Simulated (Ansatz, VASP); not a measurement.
# Ti3Al2: VASP beside Ansatz

```xyz
5
Lattice="5.2256 0.0000 0.0000 -2.6128 4.5255 0.0000 0.0000 0.0000 5.0151" Properties=species:S:1:pos:R:3 pbc="T T T"
Ti    2.6128    0.0000    0.0000
Ti   -1.3064    2.2627    0.0000
Ti    1.3064    2.2627    0.0000
Al    0.0000    0.0000    1.2493
Al    0.0000    0.0000    3.7659
```

Alike in both runs: functional PBE; k mesh 12 × 12 × 8; occupations gaussian, width 0.1 eV; no spin polarisation.

Ansatz relaxed the structure, and its values are those at the end. VASP's run is a single point on that final structure, the one shown.

|  | VASP | Ansatz |
| --- | --- | --- |
| version | VASP 6.6.1 | Ansatz 0.2.0 |
| potentials or method | VASP PAW PBE potentials, release 64 (Ti_sv, Al), cutoff 520 eV | scalar-relativistic, plane waves, PAW |
| valence electrons in the cell | 42 | 42 |

```tsv
	VASP	Ansatz	Ansatz less VASP
gap on the k mesh at the Fermi level (eV)	none	none	-
pressure (GPa)	0.0	0.0	+0.04
```

A gap of «none» marks a metal or a gap that the smearing closes.
